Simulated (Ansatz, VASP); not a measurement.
## One calculation of BaTiO3, two programs

File INCAR:

```
SYSTEM = BaTiO3
  ALGO = Normal
  EDIFF = 1E-7
  ENCUT = 520
  GGA = PE
  ISIF = 2
  ISMEAR = 0
  LASPH = .True.
  LCHARG = .False.
  LREAL = .False.
  LWAVE = .False.
  NBANDS = 28
  NELM = 80
  PREC = Accurate
  SIGMA = 0.05
```

The input KPOINTS:

```
k-points
0
Gamma
  6 6 6
  0 0 0
```

The input POSCAR:

```
BaTiO3
1.0
    4.0192318615      0.0000000000      0.0000000000
    0.0000000000      4.0192318615      0.0000000000
    0.0000000000      0.0000000000      4.0192813204
Ba Ti O
1 1 3
Direct
    0.0000000000      0.0000000000      0.0000000000
    0.5000000000      0.5000000000      0.5000000000
    0.5000000000      0.5000000000      0.0000000000
    0.5000000000      0.0000000000      0.5000000000
    0.0000000000      0.5000000000      0.5000000000
```

Input for Ansatz:

```yaml
crystal:
  lattice:
    - [4.0192318615, 0.0, 0.0]
    - [0.0, 4.0192318615, 0.0]
    - [0.0, 0.0, 4.0192813204]
  atoms:
    - { symbol: Ba, position: [0.0, 0.0, 0.0] }
    - { symbol: Ti, position: [0.5, 0.5, 0.5] }
    - { symbol: O, position: [0.5, 0.5, 0.0] }
    - { symbol: O, position: [0.5, 0.0, 0.5] }
    - { symbol: O, position: [0.0, 0.5, 0.5] }
basis:
  ecutwfc: 420
kpoints:
  mp_grid: { grid: [6, 6, 6] }
hamiltonian:
  xc: pbe
scf:
  occupations: { method: gaussian, width: 0.05 }
output:
  forces: true
  stress: true
  eigenvalues: true
```

Alike in both runs: task single point; functional PBE; k mesh 6 × 6 × 6; occupations gaussian, width 0.05 eV; no spin polarisation.

|  | VASP | Ansatz |
| --- | --- | --- |
| version | VASP 6.6.1 | Ansatz 0.2.0 |
| potentials or method | VASP PAW PBE potentials, release 64 (Ba_sv, Ti_sv, O), cutoff 520 eV | scalar-relativistic, plane waves, PAW |
| valence electrons in the cell | 40 | 40 |

VASP gave:

| Item | Value |
| --- | --- |
| gap on the k mesh at the Fermi level (eV) | 1.72 |
| least direct gap on the mesh (eV) | 1.88 |
| pressure (GPa) | 1.7 |

Problem. Which values does Ansatz return?

Solution. gap on the k mesh at the Fermi level (eV): 1.78; least direct gap on the mesh (eV): 1.90; pressure (GPa): 0.0.

Ansatz's warnings: near symmetry operations not taken.

Spin-orbit coupling is off throughout.
